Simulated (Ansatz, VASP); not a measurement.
KCl in VASP and in Ansatz

File INCAR:

```
  PREC = Accurate
  ENCUT = 520
  EDIFF = 1E-6
  ISMEAR = -1
  SIGMA = 0.03
  LREAL = False
  LASPH = True
  NELM = 100
  ALGO = Normal
  ISIF = 2
  LWAVE = False
  LCHARG = False
  GGA = PE
  NBANDS = 15
```

KPOINTS

```
Automatic mesh
0
Gamma
  7 7 7
```

The input POSCAR:

```
KCl
1.0
    0.0000000000      3.2045340317      3.0614170000
    3.2045340317      0.0000000000      3.0614170000
    3.2045340317      3.2045340317      0.0000000000
K Cl
1 1
Direct
    0.0000000000      0.0000000000      0.0000000000
    0.5000000000      0.5000000000      0.5000000000
```

Input for Ansatz:

```yaml
crystal:
  lattice:
    - [0.0, 3.2045340317, 3.061417]
    - [3.2045340317, 0.0, 3.061417]
    - [3.2045340317, 3.2045340317, 0.0]
  atoms:
    - { symbol: K, position: [0.0, 0.0, 0.0] }
    - { symbol: Cl, position: [0.5, 0.5, 0.5] }
kpoints:
  mp_grid: { grid: [7, 7, 7] }
scf:
  occupations: { method: fermi_dirac, width: 0.03 }
hamiltonian:
  xc: pbe
  pseudopotentials: { kind: all_electron, lapw: { basis_error: 0.0005 } }
output:
  forces: true
  stress: true
  eigenvalues: true
```

Change from the starting cell: z stretched by -3 % at fixed volume.

Alike in both runs: task single point; functional PBE; k mesh 7 × 7 × 7; occupations fermi-dirac, width 0.03 eV; no spin polarisation.

|  | VASP | Ansatz |
| --- | --- | --- |
| version | VASP 6.6.1 | Ansatz 0.2.0 |
| potentials or method | VASP PAW PBE potentials, release 64 (K_sv, Cl), cutoff 520 eV | all-electron LAPW, scalar-relativistic |

VASP gave:

| Property | Result |
| --- | --- |
| gap on the k mesh at the Fermi level (eV) | 5.13 |
| pressure (GPa) | 0.7 |
| traceless stress, the component that is largest in VASP (GPa) | 1.22 |

Problem. Estimate Ansatz's values.

Solution. gap on the k mesh at the Fermi level (eV): 5.13; pressure (GPa): 0.7; traceless stress, the component that is largest in VASP (GPa): 1.20.

Ansatz ran all-electron here, and VASP with PAW potentials.
